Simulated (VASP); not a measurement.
# BiAu2 (Fd-3m) in VASP: single point with LDA

Aim: the single point of BiAu2 with LDA.

All numbers are computed with VASP 6.6.1; they aren't measurements. Logs are shortened: lines on timing, memory, paths and dates and some standing lists are left out, and cuts for length are marked.

## (1) The cell of the first run

It takes space group Fd-3m (No. 227, cubic). The conventional cell has a = 7.877 Å, b = 7.877 Å, c = 7.877 Å, α = 90.00°, β = 90.00°, γ = 90.00°. Within 4.3 Å of Bi (site symmetry -43m) lie 12 Au at 3.27 Å and 4 Bi at 3.41 Å. Within 3.7 Å of Au (site symmetry -3m) lie 6 Au at 2.79 Å and 6 Bi at 3.27 Å.

## (2) Single point, LDA

File INCAR:

```
PREC = Accurate
ENCUT = 520
EDIFF = 1E-6
ISMEAR = 0
SIGMA = 0.1
LREAL = False
LASPH = True
NELM = 100
ALGO = Fast
ISIF = 2
LWAVE = False
LCHARG = False
NBANDS = 46
```

File KPOINTS:

```
regular mesh
0
Gamma
  8 8 8
```

File POSCAR:

```
BiAu2
1.0
    0.0000000000      3.9387454342      3.9387454342
    3.9387454342      0.0000000000      3.9387454342
    3.9387454342      3.9387454342      0.0000000000
Bi Au
2 4
Direct
    0.0000000000      0.0000000000      0.0000000000
    0.2500000000      0.2500000000      0.2500000000
    0.6250000000      0.6250000000      0.6250000000
    0.1250000000      0.6250000000      0.6250000000
    0.6250000000      0.6250000000      0.1250000000
    0.6250000000      0.1250000000      0.6250000000
```

Potentials or basis: VASP PAW LDA potentials, release 64 (Bi_d, Au).

The run is started by

```
$ cat potpaw_LDA.64/Bi_d/POTCAR potpaw_LDA.64/Au/POTCAR > POTCAR
$ mpirun -np 1 vasp_std > vasp.out
```

OUTCAR:

```text
PREC = Accurate
   ENCUT = 520
   EDIFF = 1E-6
   ISMEAR = 0
   LREAL = False
   LASPH = True
   NELM = 100
   ISIF = 2

 ion  position               nearest neighbor table
   1  0.000  0.000  0.000-   3 3.27   5 3.27   6 3.27   3 3.27   4 3.27   5 3.27   3 3.27   4 3.27
                             6 3.27   4 3.27   5 3.27   6 3.27   2 3.41   2 3.41   2 3.41   2 3.41
   2  0.250  0.250  0.250-   4 3.27   5 3.27   6 3.27   3 3.27   4 3.27   6 3.27   3 3.27   4 3.27
                             5 3.27   3 3.27   5 3.27   6 3.27   1 3.41   1 3.41   1 3.41   1 3.41
   3  0.625  0.625  0.625-   4 2.79   5 2.79   6 2.79   5 2.79   6 2.79   4 2.79   1 3.27   2 3.27
                             1 3.27   2 3.27   1 3.27   2 3.27
   4  0.125  0.625  0.625-   3 2.79   5 2.79   6 2.79   3 2.79   5 2.79   6 2.79   2 3.27   1 3.27
                             1 3.27   2 3.27   2 3.27   1 3.27
   5  0.625  0.625  0.125-   3 2.79   3 2.79   4 2.79   6 2.79   6 2.79   4 2.79   1 3.27   2 3.27
                             1 3.27   2 3.27   1 3.27   2 3.27
   6  0.625  0.125  0.625-   3 2.79   5 2.79   3 2.79   4 2.79   5 2.79   4 2.79   2 3.27   1 3.27
                             2 3.27   2 3.27   1 3.27   1 3.27

  LATTYP: Found a face centered cubic cell.
 ALAT       =     7.8774908684

  Lattice vectors:

 A1 = (   0.0000000000,   3.9387454342,   3.9387454342)
 A2 = (   3.9387454342,   0.0000000000,   3.9387454342)
 A3 = (   3.9387454342,   3.9387454342,   0.0000000000)

Analysis of symmetry for initial positions (statically):
=====================================================================
 Subroutine PRICEL returns:
 Original cell was already a primitive cell.

 Routine SETGRP: Setting up the symmetry group for a
 face centered cubic supercell.

 Subroutine GETGRP returns: Found 48 space group operations
 (whereof 24 operations were pure point group operations)
 out of a pool of 48 trial point group operations.

The static configuration has the point symmetry T_d .
 The point group associated with its full space group is O_h .

Analysis of symmetry for dynamics (positions and initial velocities):
=====================================================================
 Subroutine PRICEL returns:
 Original cell was already a primitive cell.

 Routine SETGRP: Setting up the symmetry group for a
 face centered cubic supercell.

 Subroutine GETGRP returns: Found 48 space group operations
 (whereof 24 operations were pure point group operations)
 out of a pool of 48 trial point group operations.

The dynamic configuration has the point symmetry T_d .
 The point group associated with its full space group is O_h .

 Subroutine INISYM returns: Found 48 space group operations
 (whereof 24 operations are pure point group operations),
 and found     1 'primitive' translations

----------------------------------------------------------------------------------------

[... 107 lines left out ...]
   ISYM   =      2    0-nonsym 1-usesym 2-fastsym
   POTIM  = 0.5000    time-step for ionic-motion
   TEBEG  =    0.0;   TEEND  =   0.0 temperature during run
   PSTRESS=    0.0 pullay stress
   NELECT =      74.0000    total number of electrons
   NUPDOWN=      -1.0000    fix difference up-down
   EMIN   =  10.00;   EMAX   =-10.00  energy-range for DOS
   EFERMI =   0.00;   METHOD = LEGACY
   ISMEAR =     0;   SIGMA  =   0.10  broadening in eV -4-tet -1-fermi 0-gaus
   EFERMI_NEDOS =   21; number of points for ismear=-14 and -15
   IALGO  =     68    algorithm
   IMIX   =      4    mixing-type and parameters
     AMIX     =   0.40;   BMIX     =  1.00
     AMIX_MAG =   1.60;   BMIX_MAG =  1.00
  volume/ion in A,a.u.               =      20.37       137.45
  Fermi-wavevector in a.u.,A,eV,Ry     =   1.385003  2.617277 26.099162  1.918234
  Thomas-Fermi vector in A             =   2.509454
   LORBIT       =      0    0 simple, 1 ext, 2 COOP (PROOUT), +10 PAW based schemes
   GGA     = CA    functional components
   LHFCALC =     F    Hartree Fock is set to
   AEXX    =    0.0000 exact exchange contribution
   IVDW    =     0    specifies the selected vdW correction
   LEPSILON=     F    determine dielectric tensor
   LRPA    =     F    only Hartree local field effects (RPA)
 non-spin polarized calculation
 RMM-DIIS sequential band-by-band and
 Gauss-broadening in eV      SIGMA  =   0.10
  energy-cutoff  :      520.00
  volume of cell :      122.21
 maximum number of plane-waves:      3327
 NGX is ok and might be reduce to    42
   NGX = 21   NGY = 21   NGZ = 21

 number of electron      73.9999998 magnetization

 Free energy of the ion-electron system (eV)
  ---------------------------------------------------
  ext. energy  EPLUGINS =         0.00000000
  ---------------------------------------------------
  free energy    TOTEN  =       -27.20220852 eV

  energy without entropy =      -27.19190008  energy(sigma->0) =      -27.19705430

 E-fermi :   9.4433     XC(G=0): -12.2159

 val. band max:        9.4319040284   @ k =   0.5000   0.1250   0.0000
 cond. band min:       9.4599719384   @ k =  -0.2500   0.1250   0.0000
 fundamental gap:      0.0280679100
 Fermi energy:         9.4433023194

 k-point     1 :       0.0000    0.0000    0.0000
  band No.  band energies     occupation
      1     -13.6362      2.00000
      2     -13.6362      2.00000
      3     -13.6362      2.00000
      4     -13.6165      2.00000
      5     -13.6165      2.00000
      6     -13.5383      2.00000
[... 1165 lines left out ...]
     45      15.6147      0.00000
     46      16.7353      0.00000

 [... further k-points ...]
[... 5 lines left out ...]
  --------------------------------------------------------------------------------------
  -------------------------------------------------------------------------------------
  Total        0.2346828      0.2346828      0.2346828      0.0000000      0.0000000      0.0000000
  in kB        3.0767216      3.0767216      3.0767216      0.0000000      0.0000000      0.0000000
  external PRESSURE =       3.0767216 kB  Pullay stress =       0.0000000 kB

 VOLUME and BASIS-vectors are now :
 -----------------------------------------------------------------------------
  energy-cutoff  :      520.00
  volume of cell :      122.21
      direct lattice vectors                 reciprocal lattice vectors
     0.000000000  3.938745434  3.938745434    -0.126943975  0.126943975  0.126943975
     3.938745434  0.000000000  3.938745434     0.126943975 -0.126943975  0.126943975
     3.938745434  3.938745434  0.000000000     0.126943975  0.126943975 -0.126943975

 POSITION                                       TOTAL-FORCE (eV/Angst)
 -----------------------------------------------------------------------------------
      0.00000      0.00000      0.00000        -0.000000      0.000000     -0.000000
      1.96937      1.96937      1.96937         0.000000     -0.000000     -0.000000
      4.92343      4.92343      4.92343         0.000000     -0.000000      0.000000
      4.92343      2.95406      2.95406         0.000000     -0.000000      0.000000
      2.95406      2.95406      4.92343         0.000000     -0.000000      0.000000
      2.95406      4.92343      2.95406         0.000000     -0.000000      0.000000
 -----------------------------------------------------------------------------------
    total drift:                                0.000000      0.000000      0.000000

  FREE ENERGIE OF THE ION-ELECTRON SYSTEM (eV)
  ---------------------------------------------------
  free  energy   TOTEN  =       -27.2022085219 eV

  energy  without entropy=      -27.1919000758  energy(sigma->0) =      -27.19705430
```

stdout:

```text
POSCAR found type information on POSCAR BiAu
 POSCAR found :  2 types and       6 ions
 scaLAPACK will be used
 LDA part: xc-table for (Slater(with rela. corr.)+CA(PZ))
 , standard interpolation
 POSCAR, INCAR and KPOINTS ok, starting setup
 FFT: planning ... GRIDC
 FFT: planning ... GRID_SOFT
 FFT: planning ... GRID
 WAVECAR not read
 entering main loop
```

Wall time 98 s (1 thread of Intel Xeon 6975P-C (Granite Rapids), shared host); peak memory 0.28 GiB.

What came out:

| Quantity | Value |
| --- | --- |
| Free energy | -27.2022 eV |
| Pressure | 0.3 GPa |
| Band gap on the k mesh | zero (band 37 reaches 10.79 eV, above the bottom of band 38 at 8.63 eV) |

Caveat: spin-orbit coupling is left out, which moves the levels of the heavy elements.
